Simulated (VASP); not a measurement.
Set up this calculation in VASP 6.6.1, as the native input.

```
Task                   : single point
Functional             : PBE
Potentials or basis    : VASP PAW PBE potentials, release 64 (Be, Zn, Se)
Cutoff                 : 520 eV
k mesh                 : 5 × 5 × 2
Occupations            : gaussian, width 0.2 eV
Spin                   : no spin polarisation
Dipole correction      : no
Further INCAR settings : ALGO = Normal; EDIFF = 1e-06; NBANDS = 35
```

The structure of Be3ZnSe lies in POSCAR:

```
Be3ZnSe
1.0
    3.6650193603      0.0000000000      0.0000000000
   -1.8325096802      3.1739998714      0.0000000000
    0.0000000000      0.0000000000     11.8991066632
Be Zn Se
6 2 2
Direct
    0.3333333333      0.6666666667      0.0882602123
    0.3333333333      0.6666666667      0.4826163505
    0.3333333333      0.6666666667      0.6895564989
    0.6666666667      0.3333333333      0.3573275483
    0.6666666667      0.3333333333      0.7327787044
    0.0000000000      0.0000000000      0.6339874648
    0.6666666667      0.3333333333      0.5477220644
    0.0000000000      0.0000000000      0.8242180090
    0.3333333333      0.6666666667      0.2831246070
    0.0000000000      0.0000000000      0.0324085402
```

These files were run (other wordings do the same):

INCAR

```
SYSTEM = Be3ZnSe
PREC = Accurate
ENCUT = 520
EDIFF = 1E-6
ISMEAR = 0
SIGMA = 0.2
LREAL = .False.
LASPH = .True.
NELM = 80
ALGO = Normal
ISIF = 2
LWAVE = .False.
LCHARG = .False.
GGA = PE
NBANDS = 35
```

KPOINTS

```
regular mesh
0
Gamma
  5 5 2
  0 0 0
```

Potentials or basis: VASP PAW PBE potentials, release 64 (Be, Zn, Se).

Command:

```sh
$ cat potpaw_PBE.64/Be/POTCAR potpaw_PBE.64/Zn/POTCAR potpaw_PBE.64/Se/POTCAR > POTCAR
$ mpirun -np 1 vasp_std > vasp.out
```

It gave:

```yaml
Pressure: 0.4 GPa
Largest_force: 0.030 eV/Å
Band_gap_on_the_k_mesh: zero (bands 24 and 25 overlap by 1.92 eV)
```

Caveat: the k points lie up to 0.40 Å⁻¹ apart, too coarse for converged energies and pressures of a metal.

It took 2.3 min on 1 thread of Intel Xeon 8259CL, with other jobs on the host, peak memory 0.27 GiB.
